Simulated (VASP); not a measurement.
MgCl6, 7 atoms in the cell. It takes space group Fm-3m (No. 225, cubic). Conventional cell: a = 9.426 Å, b = 9.426 Å, c = 9.426 Å, α = 90.00°, β = 90.00°, γ = 90.00°. Within 3.2 Å of Mg (site symmetry m-3m) lie 6 Cl at 2.44 Å. Within 3.3 Å of Cl (site symmetry 4mm) lie 1 Mg at 2.44 Å and 4 Cl at 3.21 Å. The cell was generated, and may not be a known phase.

```yaml
Program: VASP 6.6.1
Task: relaxation of cell and atoms
Functional: PBE
Potentials_or_basis: VASP PAW PBE potentials, release 64 (Mg, Cl)
Cutoff: 600 eV
k_mesh: 8 × 8 × 8
Occupations: gaussian, width 0.1 eV
Spin: no spin polarisation
Dipole_correction: no
Further_INCAR_settings: ALGO = Normal; EDIFF = 1e-06; IBRION = 2; EDIFFG = -0.01; NSW = 100; ISIF = 3
```

Potentials or basis: VASP PAW PBE potentials, release 64 (Mg, Cl).

Launch:

```sh
$ cat potpaw_PBE.64/Mg/POTCAR potpaw_PBE.64/Cl/POTCAR > POTCAR
$ mpirun -np 1 vasp_std > vasp.out
```

Hardware: 1 thread of Intel(R) Xeon(R) 6975P-C (Granite Rapids), with other jobs on the host.

Problem. Estimate the wall time of this run.

Solution. Run time: 11 min on 1 thread of Intel(R) Xeon(R) 6975P-C (Granite Rapids) (shared host), peak memory 0.49 GiB. Counts: scf iterations 49, k points 29, ion steps 7.
